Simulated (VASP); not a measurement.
Input of a VASP 6.6.1 run:

File INCAR:

```
ALGO = Normal
EDIFF = 1E-6
ENCUT = 520
GGA = PS
ISIF = 2
ISMEAR = 0
LASPH = T
LCHARG = T
LELF = T
LREAL = F
LVHAR = T
LWAVE = F
NBANDS = 12
NELM = 80
PREC = Accurate
SIGMA = 0.1
```

File KPOINTS:

```
k-points
0
Gamma
  18 18 6
```

The input POSCAR:

```
Mg
1.0
    2.6418156184      0.0000000000      0.0000000000
   -1.3209078092      2.2878794376      0.0000000000
    0.0000000000      0.0000000000      8.5731025025
Mg
4
Direct
    0.0000000000      0.0000000000      0.0000000000
    0.3333333333      0.6666666667      0.2500000000
    0.0000000000      0.0000000000      0.5000000000
    0.6666666667      0.3333333333      0.7500000000
```

Potentials or basis: VASP PAW PBE potentials, release 64 (Mg).

Launch:

```sh
$ cat potpaw_PBE.64/Mg/POTCAR > POTCAR
$ mpirun -np 1 vasp_std > vasp.out
```

(1) Predict the band gap on the k mesh.

(2) What does it give for the pressure?

## Answers

(1) zero (bands 4 and 5 overlap by 2.23 eV).

(2) 61.4 GPa.

Caveat: the cell stands under pressure; the PAW data sets were made with another functional, which shifts forces and pressure a little.
